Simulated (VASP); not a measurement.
# Al (P6_3/mmc) in VASP: notebook, part 2 of 3

VASP 6.6.1. Earlier steps stand in the parts before.

### Step 3. Single point, PBEsol-based global hybrid with 25 % exact exchange

This run uses another cell than the first one, of 16.67 Å³/atom.

The input, POSCAR:

```
Al
1.0
    2.8124553515      0.0000000000      0.0000000000
   -1.4062276757      2.4356577814      0.0000000000
    0.0000000000      0.0000000000      4.8668500000
Al
2
Direct
    0.3333333333      0.6666666667      0.2500000000
    0.6666666667      0.3333333333      0.7500000000
```

The input, INCAR.step1:

```
SYSTEM = Al
PREC = Accurate ; ENCUT = 520
EDIFF = 1E-5 ; ISMEAR = -1
SIGMA = 0.05 ; LREAL = .FALSE.
LASPH = .TRUE. ; NELM = 80
ALGO = Normal ; ISIF = 2
LWAVE = .TRUE. ; GGA = PE
NBANDS = 10
```

The input, INCAR.step2:

```
SYSTEM = Al
PREC = Accurate ; ENCUT = 520
EDIFF = 1E-6 ; ISMEAR = -1
SIGMA = 0.05 ; LREAL = .FALSE.
LASPH = .TRUE. ; NELM = 80
ALGO = Normal ; ISIF = 2
LWAVE = .FALSE. ; LCHARG = .TRUE.
GGA = PS ; LHFCALC = .TRUE.
AEXX = 0.25 ; PRECFOCK = Normal
LELF = .TRUE. ; LVHAR = .TRUE.
ISTART = 1 ; NBANDS = 10
```

The input, KPOINTS:

```
regular mesh
0
G
  6 6 3
  0 0 0
```

Potentials or basis: VASP PAW PBE potentials, release 64 (Al).

Launch:

```
$ cat potpaw_PBE.64/Al/POTCAR > POTCAR
$ cp INCAR.step1 INCAR
$ mpirun -np 1 vasp_std > vasp.out
$ cp INCAR.step2 INCAR
$ mpirun -np 1 vasp_std > vasp.out
```

OUTCAR:

```text
SYSTEM = Al
   PREC = Accurate
   ENCUT = 520
   EDIFF = 1E-6
   ISMEAR = -1
   LREAL = .FALSE.
   LASPH = .TRUE.
   NELM = 80
   ISIF = 2
   GGA = PS
   LHFCALC = .TRUE.
   AEXX = 0.25
   PRECFOCK = Normal
   ISTART = 1

 ion  position               nearest neighbor table
   1  0.333  0.667  0.250-   2 2.93   2 2.93   2 2.93   2 2.93   2 2.93   2 2.93
   2  0.667  0.333  0.750-   1 2.93   1 2.93   1 2.93   1 2.93   1 2.93   1 2.93

  LATTYP: Found a hexagonal cell.
 ALAT       =     2.8124553515
 C/A-ratio  =     1.7304630267

  Lattice vectors:

 A1 = (   2.8124553515,   0.0000000000,   0.0000000000)
 A2 = (  -1.4062276757,   2.4356577814,   0.0000000000)
 A3 = (   0.0000000000,   0.0000000000,   4.8668500000)

Analysis of symmetry for initial positions (statically):
=====================================================================
 Subroutine PRICEL returns:
 Original cell was already a primitive cell.

 Routine SETGRP: Setting up the symmetry group for a
 hexagonal supercell.

 Subroutine GETGRP returns: Found 24 space group operations
 (whereof 12 operations were pure point group operations)
 out of a pool of 24 trial point group operations.

The static configuration has the point symmetry D_3d.
 The point group associated with its full space group is D_6h.

Analysis of symmetry for dynamics (positions and initial velocities):
=====================================================================
 Subroutine PRICEL returns:
 Original cell was already a primitive cell.

 Routine SETGRP: Setting up the symmetry group for a
 hexagonal supercell.

 Subroutine GETGRP returns: Found 24 space group operations
 (whereof 12 operations were pure point group operations)
 out of a pool of 24 trial point group operations.

The dynamic configuration has the point symmetry D_3d.
 The point group associated with its full space group is D_6h.

 Subroutine INISYM returns: Found 24 space group operations
 (whereof 12 operations are pure point group operations),
 and found     1 'primitive' translations

[... 119 lines left out ...]
   IVDW    =     0    specifies the selected vdW correction
   LEPSILON=     F    determine dielectric tensor
   LRPA    =     F    only Hartree local field effects (RPA)
 non-spin polarized calculation
  energy-cutoff  :      520.00
  volume of cell :       33.34
 maximum number of plane-waves:       908
 NGX is ok and might be reduce to    24
  NGX = 16; NGY = 16; NGZ = 28

 number of electron       6.0000000 magnetization

 Free energy of the ion-electron system (eV)
  ---------------------------------------------------
  ext. energy  EPLUGINS =         0.00000000
  ---------------------------------------------------
  free energy    TOTEN  =        -9.01640635 eV

  energy without entropy =       -9.00704114  energy(sigma->0) =       -9.01172374

 E-fermi :   8.2785     XC(G=0):  -8.0406

 val. band max:        7.4895241243   @ k =   0.3333   0.3333   0.3333
 cond. band min:       8.3844390771   @ k =   0.3333   0.1667   0.3333
 fundamental gap:      0.8949149529
 Fermi energy:         8.2785098045

 k-point     1 :       0.0000    0.0000    0.0000
  band No.  band energies     occupation
      1      -5.2278      2.00000
      2       1.6777      2.00000
      3       1.9521      2.00000
      4      20.4012      0.00000
      5      20.6664      0.00000
      6      20.6664      0.00000
      7      20.8860      0.00000
      8      20.8860      0.00000
      9      21.6444      0.00000
     10      24.0250      0.00000
[... 157 lines left out ...]
 k-point    14 :       0.3333    0.3333    0.3333
  band No.  band energies     occupation
      1       4.6134      2.00000
      2       4.6134      2.00000
      3       4.8695      2.00000
      4       7.1155      2.00000
      5       7.4895      2.00000
      6       7.4895      2.00000
      7      16.4543      0.00000
      8      16.4543      0.00000
      9      16.7059      0.00000
     10      22.5556      0.00000

------------------------ aborting loop because EDIFF is reached ----------------------------------------

  FORCE on cell =-STRESS in cart. coord.  units (eV):
  Direction    XX          YY          ZZ          XY          YZ          ZX
  --------------------------------------------------------------------------------------
  -------------------------------------------------------------------------------------
  Total        0.6737061      0.6737061     -1.3119196      0.0000000      0.0000000      0.0000000
  in kB       32.3765959     32.3765959    -63.0475108      0.0000000      0.0000000      0.0000000
  external PRESSURE =       0.5685603 kB  Pullay stress =       0.0000000 kB

 VOLUME and BASIS-vectors are now :
 -----------------------------------------------------------------------------
  energy-cutoff  :      520.00
  volume of cell :       33.34
      direct lattice vectors                 reciprocal lattice vectors
     2.812455352  0.000000000  0.000000000     0.355561200  0.205283355  0.000000000
    -1.406227676  2.435657781  0.000000000     0.000000000  0.410566709  0.000000000
     0.000000000  0.000000000  4.866850000     0.000000000  0.000000000  0.205471712

 POSITION                                       TOTAL-FORCE (eV/Angst)
 -----------------------------------------------------------------------------------
     -0.00000      1.62377      1.21671         0.000000      0.000000     -0.000000
      1.40623      0.81189      3.65014        -0.000000      0.000000      0.000000
 -----------------------------------------------------------------------------------
    total drift:                               -0.000000     -0.000000      0.000000

  FREE ENERGIE OF THE ION-ELECTRON SYSTEM (eV)
  ---------------------------------------------------
  free  energy   TOTEN  =        -9.0164063470 eV

  energy  without entropy=       -9.0070411382  energy(sigma->0) =       -9.01172374
```

OSZICAR.step1:

```text
N       E                     dE             d eps       ncg     rms          rms(c)
DAV:   1    -0.953635037310E-01   -0.95364E-01   -0.22886E+03   280   0.471E+02
DAV:   2    -0.717580329453E+01   -0.70804E+01   -0.69586E+01   390   0.541E+01
DAV:   3    -0.734034106424E+01   -0.16454E+00   -0.16386E+00   372   0.647E+00
DAV:   4    -0.734081014875E+01   -0.46908E-03   -0.46907E-03   356   0.421E-01
DAV:   5    -0.734081397353E+01   -0.38248E-05   -0.38244E-05   352   0.354E-02    0.175E+00
DAV:   6    -0.731539826042E+01    0.25416E-01   -0.29989E-03   320   0.297E-01    0.101E+00
DAV:   7    -0.729740623760E+01    0.17992E-01   -0.83561E-03   298   0.464E-01    0.164E-01
DAV:   8    -0.729732204811E+01    0.84189E-04   -0.86566E-05   426   0.541E-02    0.135E-02
DAV:   9    -0.729731947153E+01    0.25766E-05   -0.10942E-06   184   0.543E-03
   1 F= -.72973195E+01 E0= -.72914667E+01  d E =-.117055E-01
```

Run time: 59 s. Hardware: 1 thread of AMD EPYC 9R45 (Zen 5), shared host; peak memory 0.12 GiB.

What came out:

- Free energy: -9.0164 eV
- Pressure: 0.1 GPa
- Band gap on the k mesh: zero (bands 3 and 4 overlap by 4.86 eV)

Stress tensor (GPa, compression positive):
```
 3.24  0.00  0.00
 0.00  3.24  0.00
 0.00  0.00 -6.30
```

Caveat: the k points lie up to 0.43 Å⁻¹ apart, too coarse for converged energies and pressures of a metal; the PAW data sets were made with another functional, which shifts forces and pressure a little.

### Step 4. Single point, B3LYP

This run uses another cell than the first one, of 16.67 Å³/atom.

POSCAR is that of step 3.

INCAR.step1: that of step 3 with these lines changed.

```diff
@@ -6,3 +6,3 @@
 ALGO = Normal ; ISIF = 2
-LWAVE = .TRUE. ; GGA = PE
-NBANDS = 10
+LWAVE = .TRUE. ; LCHARG = .FALSE.
+NBANDS = 10 ; GGA = PE
```

The input, INCAR.step2:

```
SYSTEM = Al
PREC = Accurate ; ENCUT = 520
EDIFF = 1E-7 ; ISMEAR = -1
SIGMA = 0.05 ; LREAL = .FALSE.
LASPH = .TRUE. ; NELM = 80
ALGO = Normal ; ISIF = 2
LWAVE = .FALSE. ; LCHARG = .FALSE.
GGA = B3 ; LHFCALC = .TRUE.
AEXX = 0.2 ; AGGAX = 0.72
AGGAC = 0.81 ; ALDAC = 0.19
PRECFOCK = Normal ; NBANDS = 10
ISTART = 1
```

The input, KPOINTS:

```
Automatic mesh
0
G
  6 6 3
  0 0 0
```

Potentials or basis: VASP PAW PBE potentials, release 64 (Al).

Launch:

```
$ cat potpaw_PBE.64/Al/POTCAR > POTCAR
$ cp INCAR.step1 INCAR
$ mpirun -np 1 vasp_std > vasp.out
$ cp INCAR.step2 INCAR
$ mpirun -np 1 vasp_std > vasp.out
```

OUTCAR:

```text
SYSTEM = Al
   PREC = Accurate
   ENCUT = 520
   EDIFF = 1E-7
   ISMEAR = -1
   LREAL = .FALSE.
   LASPH = .TRUE.
   NELM = 80
   ISIF = 2
   GGA = B3
   LHFCALC = .TRUE.
   AEXX = 0.2
   PRECFOCK = Normal
   ISTART = 1

 ion  position               nearest neighbor table
   1  0.333  0.667  0.250-   2 2.93   2 2.93   2 2.93   2 2.93   2 2.93   2 2.93
   2  0.667  0.333  0.750-   1 2.93   1 2.93   1 2.93   1 2.93   1 2.93   1 2.93

  LATTYP: Found a hexagonal cell.
 ALAT       =     2.8124553515
 C/A-ratio  =     1.7304630267
[... 370 lines left out ...]

  FORCE on cell =-STRESS in cart. coord.  units (eV):
  Direction    XX          YY          ZZ          XY          YZ          ZX
  --------------------------------------------------------------------------------------
  -------------------------------------------------------------------------------------
  Total        1.3779344      1.3779344     -0.3194996      0.0000000     -0.0000000      0.0000000
  in kB       66.2200136     66.2200136    -15.3543357      0.0000000     -0.0000000      0.0000000
  external PRESSURE =      39.0285638 kB  Pullay stress =       0.0000000 kB

 VOLUME and BASIS-vectors are now :
 -----------------------------------------------------------------------------
  energy-cutoff  :      520.00
  volume of cell :       33.34
      direct lattice vectors                 reciprocal lattice vectors
     2.812455352  0.000000000  0.000000000     0.355561200  0.205283355  0.000000000
    -1.406227676  2.435657781  0.000000000     0.000000000  0.410566709  0.000000000
     0.000000000  0.000000000  4.866850000     0.000000000  0.000000000  0.205471712

 POSITION                                       TOTAL-FORCE (eV/Angst)
 -----------------------------------------------------------------------------------
     -0.00000      1.62377      1.21671         0.000000      0.000000      0.000000
      1.40623      0.81189      3.65014        -0.000000     -0.000000      0.000000
 -----------------------------------------------------------------------------------
    total drift:                               -0.000000     -0.000000     -0.000000

  FREE ENERGIE OF THE ION-ELECTRON SYSTEM (eV)
  ---------------------------------------------------
  free  energy   TOTEN  =        -6.4787518876 eV

  energy  without entropy=       -6.4692085325  energy(sigma->0) =       -6.47398021
```

OSZICAR.step1:

```text
N       E                     dE             d eps       ncg     rms          rms(c)
DAV:   1    -0.953635037310E-01   -0.95364E-01   -0.22886E+03   280   0.471E+02
DAV:   2    -0.717580329453E+01   -0.70804E+01   -0.69586E+01   390   0.541E+01
DAV:   3    -0.734034106424E+01   -0.16454E+00   -0.16386E+00   372   0.647E+00
DAV:   4    -0.734081014875E+01   -0.46908E-03   -0.46907E-03   356   0.421E-01
DAV:   5    -0.734081397353E+01   -0.38248E-05   -0.38244E-05   352   0.354E-02    0.175E+00
DAV:   6    -0.731539826042E+01    0.25416E-01   -0.29989E-03   320   0.297E-01    0.101E+00
DAV:   7    -0.729740623760E+01    0.17992E-01   -0.83561E-03   298   0.464E-01    0.164E-01
DAV:   8    -0.729732204811E+01    0.84189E-04   -0.86566E-05   426   0.541E-02    0.135E-02
DAV:   9    -0.729731947153E+01    0.25766E-05   -0.10942E-06   184   0.543E-03
   1 F= -.72973195E+01 E0= -.72914667E+01  d E =-.117055E-01
```

Run time: 1.8 min. Hardware: 1 thread of AMD EPYC 9R45 (Zen 5), shared host; peak memory 0.12 GiB.

What came out:

```yaml
Free_energy: -6.4788 eV
Pressure: 3.9 GPa
Band_gap_on_the_k_mesh: zero (bands 3 and 4 overlap by 4.60 eV)
```

Levels at points of the mesh, in eV from the Fermi level:
| k point | band 1 | band 2 | band 3 | band 4 | band 5 | band 6 | band 7 |
| --- | --- | --- | --- | --- | --- | --- | --- |
| (0.00, 0.00, 0.00) | -13.04 | -6.41 | -5.96 | 11.89 | 12.05 | 12.05 | 12.39 |
| (0.50, 0.00, 0.00) | -6.37 | -6.18 | 0.45 | 0.54 | 1.26 | 1.63 | 6.66 |

Caveat: the k points lie up to 0.43 Å⁻¹ apart, too coarse for converged energies and pressures of a metal; the PAW data sets were made with another functional, which shifts forces and pressure a little.

(Continued in part 3 of 3.)

The gap in the log of VASP goes by the Fermi energy; the results here count the filled bands.